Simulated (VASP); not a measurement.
Input of a VASP 6.6.1 run:

The input INCAR:

```
SYSTEM = BN
PREC     = Accurate       ! precision mode
ENCUT    = 520            ! plane-wave cutoff, eV
EDIFF    = 1E-6           ! SCF threshold, eV
ISMEAR   = -1             ! smearing method
SIGMA    = 0.01           ! smearing width, eV
LREAL    = Auto         
LASPH    = .True.         ! aspherical terms in the spheres
NELM     = 100            ! most SCF steps
ALGO     = Normal         ! electronic algorithm
ISIF     = 2              ! what is computed and relaxed
LWAVE    = .False.        ! write WAVECAR
LCHARG   = .False.        ! write CHGCAR
GGA      = PE             ! functional
NBANDS   = 96             ! bands
```

File KPOINTS:

```
Automatic mesh
0
Gamma
  1 1 1
  0.25 0.25 0.25
```

POSCAR

```
BN
1.0
    7.4650312844      0.0000000000      0.0000000000
   -3.7325156422      6.4649067324      0.0000000000
    0.0000000000      0.0000000000      6.4954828762
B N
18 18
Direct
    0.1112348434      0.2227178635      0.2473839830
    0.2221430797      0.1115902142      0.7471135775
    0.1112288469      0.5560531298      0.2472435739
    0.2221681847      0.4449283146      0.7471611659
    0.1112186590      0.8893823374      0.2473182037
    0.2221614815      0.7782627470      0.7471590892
    0.4445528689      0.2227103857      0.2473207188
    0.5554878577      0.1116063714      0.7471608673
    0.4445552669      0.5560513504      0.2473540444
    0.5554911564      0.4449300153      0.7471252839
    0.4445632339      0.8893937088      0.2472957431
    0.5555010076      0.7782692172      0.7470998203
    0.7779060053      0.2227191129      0.2472965804
    0.8888228751      0.1115992456      0.7470741405
    0.7778811731      0.5560435764      0.2473341320
    0.8888339904      0.4449359262      0.7471404269
    0.7778942149      0.8893844144      0.2474158999
    0.8888246067      0.7782595476      0.7470921662
    0.1114276366      0.2223353028      0.7470711125
    0.2219620570      0.1119830518      0.2474217161
    0.1114290209      0.5556583134      0.7473022583
    0.2219613482      0.4453234555      0.2473137701
    0.1114288424      0.8889834677      0.7470481855
    0.2219676967      0.7786601691      0.2471777110
    0.4447452463      0.2223225131      0.7472579321
    0.5553102393      0.1119964752      0.2472448628
    0.4447632158      0.5556722754      0.7470620668
    0.5552978567      0.4453172194      0.2473159563
    0.4447667718      0.8889997366      0.7471304901
    0.5553015622      0.7786538000      0.2474309558
    0.7780869718      0.2223247497      0.7470613042
    0.8886384347      0.1119913983      0.2473731376
    0.7780828737      0.5556538266      0.7470724295
    0.8886327661      0.4453252278      0.2472722802
    0.7781040665      0.8889957274      0.7471492273
    0.8886260199      0.7786434196      0.2473988550
```

Potentials or basis: VASP PAW PBE potentials, release 64 (B, N).

Launch:

```bash
$ cat potpaw_PBE.64/B/POTCAR potpaw_PBE.64/N/POTCAR > POTCAR
$ mpirun -np 1 vasp_std > vasp.out
```

Task: Estimate the band gap on the k mesh.

Result: 4.80 eV.

Task: Estimate the pressure.

Result: 8.8 GPa.

Task: Predict the largest force.

Result: 0.220 eV/Å.

Forces in eV/Å, atoms in the order of the input:
```
B   -0.186  0.109  0.000
B    0.189 -0.107  0.001
B   -0.185  0.110 -0.001
B    0.183 -0.105  0.000
B   -0.182  0.106  0.000
B    0.189 -0.109  0.002
B   -0.181  0.109 -0.001
B    0.187 -0.110 -0.002
B   -0.182  0.108 -0.001
B    0.183 -0.108  0.000
B   -0.183  0.107 -0.002
B    0.184 -0.106  0.001
B   -0.187  0.110  0.000
B    0.186 -0.107  0.003
B   -0.181  0.107 -0.001
B    0.183 -0.109  0.000
B   -0.184  0.107 -0.001
B    0.187 -0.108 -0.001
N   -0.187  0.104  0.002
N    0.185 -0.108 -0.003
N   -0.185  0.108 -0.004
N    0.187 -0.109  0.000
N   -0.190  0.110  0.003
N    0.185 -0.108  0.003
N   -0.186  0.110 -0.003
N    0.183 -0.109  0.002
N   -0.183  0.105  0.003
N    0.180 -0.109  0.000
N   -0.186  0.107  0.001
N    0.182 -0.107 -0.003
N   -0.186  0.110  0.003
N    0.186 -0.109 -0.001
N   -0.183  0.109  0.003
N    0.185 -0.109  0.000
N   -0.188  0.109 -0.001
N    0.184 -0.106 -0.002
```

Caveat: the k points lie up to 0.97 Å⁻¹ apart. A k mesh can miss the band edges.
